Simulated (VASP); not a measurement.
# GaN (Fm-3m) in VASP: further runs

The runs below take GaN through single point, with PBE.

Everything below comes from runs of VASP 6.6.1. Logs are shortened: lines on timing, memory, paths and dates and some standing lists are left out, and cuts for length are marked.

## 1. The cell of the first run

The structure is cubic, space group Fm-3m (No. 225). The conventional cell has a = 4.217 Å, b = 4.217 Å, c = 4.217 Å, α = 90.00°, β = 90.00°, γ = 90.00°. Within 2.8 Å of Ga (site symmetry m-3m) lie 6 N at 2.11 Å. N (site symmetry m-3m) has 6 Ga at 2.11 Å within 2.8 Å.

## 2. Single point, PBE

Contents of INCAR:

```
SYSTEM = GaN
  PREC = Accurate
  ENCUT = 520
  EDIFF = 1E-7
  ISMEAR = 0
  SIGMA = 0.01
  LREAL = .FALSE.
  LASPH = .TRUE.
  NELM = 80
  ALGO = Normal
  ISIF = 2
  LWAVE = .FALSE.
  LCHARG = .TRUE.
  GGA = PE
  LELF = .TRUE.
  LVHAR = .TRUE.
  NBANDS = 16
```

Contents of KPOINTS:

```
Automatic mesh
0
G
  6 6 6
  0 0 0
```

Contents of POSCAR:

```
GaN
1.0
    0.0000000000      2.1085153661      2.1085153661
    2.1085153661      0.0000000000      2.1085153661
    2.1085153661      2.1085153661      0.0000000000
Ga N
1 1
Direct
    0.5000000000      0.5000000000      0.5000000000
    0.0000000000      0.0000000000      0.0000000000
```

Potentials or basis: VASP PAW PBE potentials, release 64 (Ga_d, N).

On the command line:

```console
$ cat potpaw_PBE.64/Ga_d/POTCAR potpaw_PBE.64/N/POTCAR > POTCAR
$ mpirun -np 1 vasp_std > vasp.out
```

OUTCAR:

```text
SYSTEM = GaN
   PREC = Accurate
   ENCUT = 520
   EDIFF = 1E-7
   ISMEAR = 0
   LREAL = .FALSE.
   LASPH = .TRUE.
   NELM = 80
   ISIF = 2
   GGA = PE

 ion  position               nearest neighbor table
   1  0.500  0.500  0.500-   2 2.11   2 2.11   2 2.11   2 2.11   2 2.11   2 2.11
   2  0.000  0.000  0.000-   1 2.11   1 2.11   1 2.11   1 2.11   1 2.11   1 2.11

  LATTYP: Found a face centered cubic cell.
 ALAT       =     4.2170307322

  Lattice vectors:

 A1 = (   0.0000000000,   2.1085153661,   2.1085153661)
 A2 = (   2.1085153661,   0.0000000000,   2.1085153661)
 A3 = (   2.1085153661,   2.1085153661,   0.0000000000)

Analysis of symmetry for initial positions (statically):
=====================================================================
 Subroutine PRICEL returns:
 Original cell was already a primitive cell.

 Routine SETGRP: Setting up the symmetry group for a
 face centered cubic supercell.

 Subroutine GETGRP returns: Found 48 space group operations
 (whereof 48 operations were pure point group operations)
 out of a pool of 48 trial point group operations.

The static configuration has the point symmetry O_h .

Analysis of symmetry for dynamics (positions and initial velocities):
=====================================================================
 Subroutine PRICEL returns:
 Original cell was already a primitive cell.

 Routine SETGRP: Setting up the symmetry group for a
 face centered cubic supercell.

 Subroutine GETGRP returns: Found 48 space group operations
 (whereof 48 operations were pure point group operations)
 out of a pool of 48 trial point group operations.

The dynamic configuration has the point symmetry O_h .

 Subroutine INISYM returns: Found 48 space group operations
 (whereof 48 operations are pure point group operations),
 and found     1 'primitive' translations

----------------------------------------------------------------------------------------

                                     Primitive cell

  volume of cell :      18.7482

  direct lattice vectors                    reciprocal lattice vectors
     0.000000000  2.108515366  2.108515366    -0.237133676  0.237133676  0.237133676
     2.108515366  0.000000000  2.108515366     0.237133676 -0.237133676  0.237133676
     2.108515366  2.108515366  0.000000000     0.237133676  0.237133676 -0.237133676

  length of vectors
     2.981891027  2.981891027  2.981891027     0.410727575  0.410727575  0.410727575

  position of ions in fractional coordinates (direct lattice)
     0.500000000  0.500000000  0.500000000
     0.000000000  0.000000000  0.000000000

  ion indices of the primitive-cell ions
   primitive index   ion index
                 1           1
                 2           2

----------------------------------------------------------------------------------------

 KPOINTS: Automatic mesh

Automatic generation of k-mesh.
 Grid dimensions read from file:
 generate k-points for:    6    6    6

 Generating k-lattice:

  Cartesian coordinates                     Fractional coordinates (reciprocal lattice)
    -0.039522279  0.039522279  0.039522279     0.166666667  0.000000000  0.000000000
     0.039522279 -0.039522279  0.039522279     0.000000000  0.166666667  0.000000000
     0.039522279  0.039522279 -0.039522279     0.000000000  0.000000000  0.166666667

  Length of vectors
     0.068454596  0.068454596  0.068454596

  Shift w.r.t. Gamma in fractional coordinates (k-lattice)
     0.000000000  0.000000000  0.000000000

 Subroutine IBZKPT returns following result:
 ===========================================

 Found     16 irreducible k-points:

 Following reciprocal coordinates:
            Coordinates               Weight
  0.000000  0.000000  0.000000      1.000000
  0.166667  0.000000  0.000000      8.000000
  0.333333  0.000000  0.000000      8.000000
  0.500000  0.000000  0.000000      4.000000
  0.166667  0.166667  0.000000      6.000000
  0.333333  0.166667  0.000000     24.000000
[... 8 lines left out ...]
 -0.333333  0.333333  0.166667     24.000000
 -0.333333  0.500000  0.166667     12.000000
   k-points           NKPTS =     16   k-points in BZ     NKDIM =     16   number of bands    NBANDS=     16
   number of dos      NEDOS =    301   number of ions     NIONS =      2
   total plane-waves  NPLWV =  13824
   dimension x,y,z NGX =    24 NGY =   24 NGZ =   24
   dimension x,y,z NGXF=    48 NGYF=   48 NGZF=   48
   ions per type =               1   1
   NGX,Y,Z   is equivalent  to a cutoff of  13.38, 13.38, 13.38 a.u.
   NGXF,Y,Z  is equivalent  to a cutoff of  26.76, 26.76, 26.76 a.u.
 SYSTEM =  GaN
   PREC   = accura    normal or accurate (medium, high low for compatibility)
   ISTART =      0    job   : 0-new  1-cont  2-samecut
   ICHARG =      2    charge: 1-file 2-atom 10-const
   ISPIN  =      1    spin polarized calculation?
   LNONCOLLINEAR =      F non collinear calculations
   LSORBIT =      F    spin-orbit coupling
   LASPH  =      T    aspherical Exc in radial PAW
   ENCUT  =  520.0 eV  38.22 Ry    6.18 a.u.   5.54  5.54  5.54*2*pi/ulx,y,z
   NELM   =     80;   NELMIN=  2; NELMDL= -5     # of ELM steps
   EDIFF  = 0.1E-06   stopping-criterion for ELM
   LREAL  =      F    real-space projection
   EDIFFG = 0.1E-05   stopping-criterion for IOM
   NSW    =      0    number of steps for IOM
   IBRION =     -1    ionic relax: 0-MD 1-quasi-New 2-CG
   NFREE  =      0    steps in history (QN), initial steepest desc. (CG)
   ISIF   =      2    stress and relaxation
   ISYM   =      2    0-nonsym 1-usesym 2-fastsym
   POTIM  = 0.5000    time-step for ionic-motion
   TEBEG  =    0.0;   TEEND  =   0.0 temperature during run
   PSTRESS=    0.0 pullay stress
   NELECT =      18.0000    total number of electrons
   NUPDOWN=      -1.0000    fix difference up-down
   EMIN   =  10.00;   EMAX   =-10.00  energy-range for DOS
   EFERMI =   0.00;   METHOD = LEGACY
   ISMEAR =     0;   SIGMA  =   0.01  broadening in eV -4-tet -1-fermi 0-gaus
   EFERMI_NEDOS =   21; number of points for ismear=-14 and -15
   IALGO  =     38    algorithm
   IMIX   =      4    mixing-type and parameters
     AMIX     =   0.40;   BMIX     =  1.00
     AMIX_MAG =   1.60;   BMIX_MAG =  1.00
  volume/ion in A,a.u.               =       9.37        63.26
  Fermi-wavevector in a.u.,A,eV,Ry     =   1.615024  3.051952 35.488097  2.608302
  Thomas-Fermi vector in A             =   2.709838
   LORBIT       =      0    0 simple, 1 ext, 2 COOP (PROOUT), +10 PAW based schemes
   GGA     = PE    functional components
   LHFCALC =     F    Hartree Fock is set to
   AEXX    =    0.0000 exact exchange contribution
   IVDW    =     0    specifies the selected vdW correction
   LEPSILON=     F    determine dielectric tensor
   LRPA    =     F    only Hartree local field effects (RPA)
 non-spin polarized calculation
 Gauss-broadening in eV      SIGMA  =   0.01
  energy-cutoff  :      520.00
  volume of cell :       18.75
 maximum number of plane-waves:       531
 NGX is ok and might be reduce to    24
   NGX = 11   NGY = 11   NGZ = 11

 number of electron      18.0000008 magnetization

 Free energy of the ion-electron system (eV)
  ---------------------------------------------------
  ext. energy  EPLUGINS =         0.00000000
  ---------------------------------------------------
  free energy    TOTEN  =       -11.17247748 eV

  energy without entropy =      -11.17247748  energy(sigma->0) =      -11.17247748

 E-fermi :   8.0859     XC(G=0): -13.1172

 val. band max:        8.0031663912   @ k =  -0.1667   0.1667   0.0000
 cond. band min:       8.6184279438   @ k =   0.5000   0.5000   0.0000
 fundamental gap:      0.6152615526
 Fermi energy:         8.0859460569

 k-point     1 :       0.0000    0.0000    0.0000
  band No.  band energies     occupation
      1      -9.3803      2.00000
      2      -6.0091      2.00000
      3      -6.0091      2.00000
      4      -6.0091      2.00000
      5      -5.9128      2.00000
      6      -5.9128      2.00000
[... 8 lines left out ...]
     15      23.9028      0.00000
     16      23.9028      0.00000

 k-point     2 :       0.1667    0.0000    0.0000
  band No.  band energies     occupation
      1      -8.8433      2.00000
      2      -6.0299      2.00000
      3      -6.0074      2.00000
      4      -6.0074      2.00000
      5      -5.9225      2.00000
      6      -5.9225      2.00000
[... 8 lines left out ...]
     15      24.6243      0.00000
     16      24.6243      0.00000

 k-point     3 :       0.3333    0.0000    0.0000
  band No.  band energies     occupation
      1      -7.4277      2.00000
      2      -6.1127      2.00000
      3      -6.1127      2.00000
      4      -6.0746      2.00000
      5      -5.8300      2.00000
      6      -5.8300      2.00000
[... 8 lines left out ...]
     15      27.6368      0.00000
     16      27.6368      0.00000

 k-point     4 :       0.5000    0.0000    0.0000
  band No.  band energies     occupation
      1      -6.2252      2.00000
      2      -6.2111      2.00000
      3      -6.1704      2.00000
      4      -6.1704      2.00000
      5      -5.7772      2.00000
      6      -5.7772      2.00000
[... 8 lines left out ...]
     15      31.2168      0.00000
     16      31.2168      0.00000

 k-point     5 :       0.1667    0.1667    0.0000
  band No.  band energies     occupation
      1      -8.7083      2.00000
      2      -6.0554      2.00000
      3      -5.9946      2.00000
      4      -5.9502      2.00000
      5      -5.9502      2.00000
      6      -5.8847      2.00000
[... 8 lines left out ...]
     15      28.2185      0.00000
     16      28.2185      0.00000

 k-point     6 :       0.3333    0.1667    0.0000
  band No.  band energies     occupation
      1      -7.8046      2.00000
      2      -6.0923      2.00000
      3      -5.9936      2.00000
      4      -5.9838      2.00000
      5      -5.8099      2.00000
      6      -5.7143      2.00000
[... 8 lines left out ...]
     15      28.7208      0.00000
     16      29.9704      0.00000

 k-point     7 :       0.5000    0.1667    0.0000
  band No.  band energies     occupation
      1      -7.0570      2.00000
      2      -6.1369      2.00000
      3      -6.0804      2.00000
      4      -5.9429      2.00000
      5      -5.7676      2.00000
      6      -4.9800      2.00000
[... 8 lines left out ...]
     15      28.9987      0.00000
     16      31.4873      0.00000

 k-point     8 :      -0.3333    0.1667    0.0000
  band No.  band energies     occupation
      1      -7.0829      2.00000
      2      -6.1373      2.00000
      3      -6.1125      2.00000
      4      -5.9849      2.00000
      5      -5.8308      2.00000
      6      -5.2709      2.00000
[... 8 lines left out ...]
     15      27.2283      0.00000
     16      29.1726      0.00000

 k-point     9 :      -0.1667    0.1667    0.0000
  band No.  band energies     occupation
      1      -8.0660      2.00000
      2      -6.0624      2.00000
      3      -6.0550      2.00000
      4      -6.0476      2.00000
      5      -5.9290      2.00000
      6      -5.7549      2.00000
[... 8 lines left out ...]
     15      26.0262      0.00000
     16      28.0622      0.00000

 k-point    10 :       0.3333    0.3333    0.0000
  band No.  band energies     occupation
      1      -7.8024      2.00000
      2      -6.1488      2.00000
      3      -5.8284      2.00000
      4      -5.8077      2.00000
      5      -5.8077      2.00000
      6      -5.0367      2.00000
[... 8 lines left out ...]
     15      32.6419      0.00000
     16      35.3742      0.00000

 k-point    11 :       0.5000    0.3333    0.0000
  band No.  band energies     occupation
      1      -7.6094      2.00000
      2      -6.1475      2.00000
      3      -5.8911      2.00000
      4      -5.8169      2.00000
      5      -5.7447      2.00000
      6      -3.7911      2.00000
[... 8 lines left out ...]
     15      33.2066      0.00000
     16      34.5348      0.00000

 k-point    12 :      -0.3333    0.3333    0.0000
  band No.  band energies     occupation
      1      -7.3137      2.00000
      2      -6.0865      2.00000
      3      -6.0086      2.00000
      4      -5.9301      2.00000
      5      -5.7855      2.00000
      6      -3.8934      2.00000
[... 8 lines left out ...]
     15      29.2739      0.00000
     16      31.5503      0.00000

 k-point    13 :       0.5000    0.5000    0.0000
  band No.  band energies     occupation
      1      -7.7907      2.00000
      2      -6.1958      2.00000
      3      -5.8003      2.00000
      4      -5.7220      2.00000
      5      -5.7220      2.00000
      6      -2.9848      2.00000
[... 8 lines left out ...]
     15      35.6568      0.00000
     16      36.1542      0.00000

 k-point    14 :       0.5000    0.3333    0.1667
  band No.  band energies     occupation
      1      -7.4279      2.00000
      2      -6.0834      2.00000
      3      -6.0229      2.00000
      4      -5.9018      2.00000
      5      -5.8073      2.00000
      6      -4.8036      2.00000
[... 8 lines left out ...]
     15      30.0718      0.00000
     16      32.4248      0.00000

 k-point    15 :      -0.3333    0.3333    0.1667
  band No.  band energies     occupation
      1      -7.3132      2.00000
      2      -6.0806      2.00000
      3      -5.9897      2.00000
      4      -5.9814      2.00000
      5      -5.7580      2.00000
      6      -3.8845      2.00000
[... 8 lines left out ...]
     15      26.8088      0.00000
     16      34.1070      0.00000

 k-point    16 :      -0.3333    0.5000    0.1667
  band No.  band energies     occupation
      1      -7.5499      2.00000
      2      -6.1089      2.00000
      3      -5.9318      2.00000
      4      -5.8777      2.00000
      5      -5.7219      2.00000
      6      -3.1597      2.00000
[... 8 lines left out ...]
     15      29.8657      0.00000
     16      35.8385      0.00000

------------------------ aborting loop because EDIFF is reached ----------------------------------------

  FORCE on cell =-STRESS in cart. coord.  units (eV):
  Direction    XX          YY          ZZ          XY          YZ          ZX
  --------------------------------------------------------------------------------------
  -------------------------------------------------------------------------------------
  Total        1.0442077      1.0442077      1.0442077     -0.0000000      0.0000000     -0.0000000
  in kB       89.2353979     89.2353979     89.2353979     -0.0000000      0.0000000     -0.0000000
  external PRESSURE =      89.2353979 kB  Pullay stress =       0.0000000 kB

 VOLUME and BASIS-vectors are now :
 -----------------------------------------------------------------------------
  energy-cutoff  :      520.00
  volume of cell :       18.75
      direct lattice vectors                 reciprocal lattice vectors
     0.000000000  2.108515366  2.108515366    -0.237133676  0.237133676  0.237133676
     2.108515366  0.000000000  2.108515366     0.237133676 -0.237133676  0.237133676
     2.108515366  2.108515366  0.000000000     0.237133676  0.237133676 -0.237133676

 POSITION                                       TOTAL-FORCE (eV/Angst)
 -----------------------------------------------------------------------------------
      2.10852      2.10852      2.10852        -0.000000      0.000000     -0.000000
      0.00000      0.00000      0.00000         0.000000     -0.000000      0.000000
 -----------------------------------------------------------------------------------
    total drift:                                0.000000     -0.000000      0.000000

  FREE ENERGIE OF THE ION-ELECTRON SYSTEM (eV)
  ---------------------------------------------------
  free  energy   TOTEN  =       -11.1724774774 eV

  energy  without entropy=      -11.1724774774  energy(sigma->0) =      -11.17247748
```

It took 5.7 s on 1 thread of AMD EPYC 7R13 (Zen 3), shared host; peak memory 0.1 GiB.

What came out:

```yaml
Free_energy: -11.1725 eV
Pressure: 8.9 GPa
Band_gap_on_the_k_mesh: 0.62 eV, indirect (least direct gap 2.83 eV)
```

Caveat: the k points lie up to 0.43 Å⁻¹ apart. PBE gaps usually lie below the measured ones, often by a third to a half.

## 3. Single point, PBE

Contents of INCAR:

```
ALGO = Normal
EDIFF = 1E-7
ENCUT = 520
GGA = PE
ISIF = 2
ISMEAR = 0
LASPH = True
LCHARG = False
LREAL = False
LWAVE = False
NBANDS = 16
NELM = 60
PREC = Accurate
SIGMA = 0.01
```

Contents of KPOINTS:

```
k-points
0
Gamma
  6 6 6
```

POSCAR is that of step 2.

Potentials or basis: VASP PAW PBE potentials, release 64 (Ga_d, N).

On the command line:

```console
$ cat potpaw_PBE.64/Ga_d/POTCAR potpaw_PBE.64/N/POTCAR > POTCAR
$ mpirun -np 1 vasp_std > vasp.out
```

It took 5.3 s on 1 thread of AMD EPYC 7R13 (Zen 3), shared host; peak memory 0.1 GiB.

Results (log left out):

* Free energy: -11.1725 eV
* Pressure: 8.9 GPa
* Band gap on the k mesh: 0.62 eV, indirect (least direct gap 2.83 eV)

Levels at points of the mesh, in eV from the valence-band top:
| k point | band 6 | band 7 | band 8 | band 9 | band 10 | band 11 | band 12 | band 13 |
| --- | --- | --- | --- | --- | --- | --- | --- | --- |
| (0.00, 0.00, 0.00) | -13.92 | -0.53 | -0.53 | -0.53 | 2.30 | 14.74 | 14.74 | 14.74 |
| (0.50, 0.00, 0.00) | -13.78 | -8.30 | -0.18 | -0.18 | 4.71 | 9.12 | 9.12 | 9.49 |
| (0.50, 0.50, 0.00) | -10.99 | -7.19 | -3.08 | -3.08 | 0.62 | 7.82 | 11.98 | 14.58 |

Caveat: the k points lie up to 0.43 Å⁻¹ apart.
